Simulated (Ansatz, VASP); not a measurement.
**Na in VASP and in Ansatz**

File INCAR:

```
PREC     = Accurate       # precision mode
ENCUT    = 600            # plane-wave cutoff, eV
EDIFF    = 1E-7           # SCF threshold, eV
ISMEAR   = -1             # smearing method
SIGMA    = 0.1            # smearing width, eV
LREAL    = False          # projectors in reciprocal space
LASPH    = True           # aspherical terms in the spheres
NELM     = 80             # most SCF steps
ALGO     = Normal         # electronic algorithm
ISIF     = 3              # what is computed and relaxed
LWAVE    = False          # write WAVECAR
LCHARG   = False          # write CHGCAR
GGA      = RP             # functional
IBRION   = 2              # ionic algorithm
NSW      = 80             # ionic steps
EDIFFG   = -0.01          # ionic threshold
```

Contents of KPOINTS:

```
regular mesh
0
Gamma
  4 4 4
```

POSCAR

```
Na
1.0
    6.7067694446      0.0000000000      0.0000000000
    0.0000000000      6.7067694446      0.0000000000
    0.0000000000      0.0000000000      6.7067694446
Na
8
Direct
    0.0000000000      0.0000000000      0.0000000000
    0.5000000000      0.5000000000      0.5000000000
    0.2500000000      0.0000000000      0.5000000000
    0.7500000000      0.0000000000      0.5000000000
    0.5000000000      0.2500000000      0.0000000000
    0.5000000000      0.7500000000      0.0000000000
    0.0000000000      0.5000000000      0.2500000000
    0.0000000000      0.5000000000      0.7500000000
```

Input for Ansatz:

```yaml
crystal:
  lattice:
    - [6.7067694446, 0.0, 0.0]
    - [0.0, 6.7067694446, 0.0]
    - [0.0, 0.0, 6.7067694446]
  atoms:
    - { symbol: Na, position: [0.0, 0.0, 0.0] }
    - { symbol: Na, position: [0.5, 0.5, 0.5] }
    - { symbol: Na, position: [0.25, 0.0, 0.5] }
    - { symbol: Na, position: [0.75, 0.0, 0.5] }
    - { symbol: Na, position: [0.5, 0.25, 0.0] }
    - { symbol: Na, position: [0.5, 0.75, 0.0] }
    - { symbol: Na, position: [0.0, 0.5, 0.25] }
    - { symbol: Na, position: [0.0, 0.5, 0.75] }
hamiltonian:
  xc: rpbe
  pseudopotentials:
    kind: paw
    azcp:
      Na: "pseudopotentials/Na.paw.azcp"
basis:
  ecutwfc: 420
  fft_grid_basis: typed
kpoints:
  mp_grid: { grid: [4, 4, 4], shift: [0, 0, 0] }
magnetization:
  spin_polarized: false
scf:
  occupations: { method: fermi_dirac, width: 0.1 }
relax:
  max_steps: 60
  f_tol: 0.01
  cell: {}
```

Alike in both runs: task relaxation of cell and atoms; functional RPBE; k mesh 4 × 4 × 4; occupations fermi-dirac, width 0.1 eV; no spin polarisation.

```csv
,VASP,Ansatz
version,VASP 6.6.1,Ansatz 0.2.0
potentials or method,"VASP PAW PBE potentials, release 64 (Na_pv), cutoff 600 eV","plane waves (420 eV) with PAW, scalar-relativistic"
valence electrons in the cell,56,72
```

```csv
,VASP,Ansatz,Ansatz less VASP
relaxed volume (Å³/atom),39.86,39.69,-0.168
relaxed cell length with the largest relative difference (Å),6.832,6.822,-0.0096
```

VASP's potentials were made for PBE, not for RPBE. VASP's potentials hold 56 valence electrons a cell and Ansatz's 72, so a difference there can come from the potentials and not from the codes.
